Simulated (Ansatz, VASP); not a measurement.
# Ti3Al in VASP and in Ansatz

```xyz
4
Lattice="2.9771 0.0000 0.0000 -1.4885 2.5782 0.0000 0.0000 0.0000 8.6442" Properties=species:S:1:pos:R:3 pbc="T T T"
Ti    1.4885    0.8594    0.0000
Ti    0.0000    1.7188    6.6352
Ti    0.0000    1.7188    2.0090
Al    1.4885    0.8594    4.3221
```

Alike in both runs: task single point; functional PBEsol; k mesh 15 × 15 × 6; occupations gaussian, width 0.15 eV; no spin polarisation.

```csv
,VASP,Ansatz
version,VASP 6.6.1,Ansatz 0.2.0
potentials or method,"VASP PAW PBE potentials, release 64 (Ti_sv, Al), cutoff 520 eV","scalar-relativistic, plane waves, PAW"
valence electrons in the cell,39,39
```

```tsv
	VASP	Ansatz	Ansatz less VASP
gap on the k mesh at the Fermi level (eV)	none	none	-
pressure (GPa)	2.0	2.2	+0.25
traceless stress, the component that is largest in VASP (GPa)	8.92	8.92	+0.002
rms of the force components (eV/Å)	0.582	0.588	+0.0061
```

VASP's potentials were made for PBE, not for PBEsol, and Ansatz warns of the same on its side. Atom by atom the forces differ by 0.006 eV/Å (rms over components). A gap of «none» marks a metal or a gap that the smearing closes.
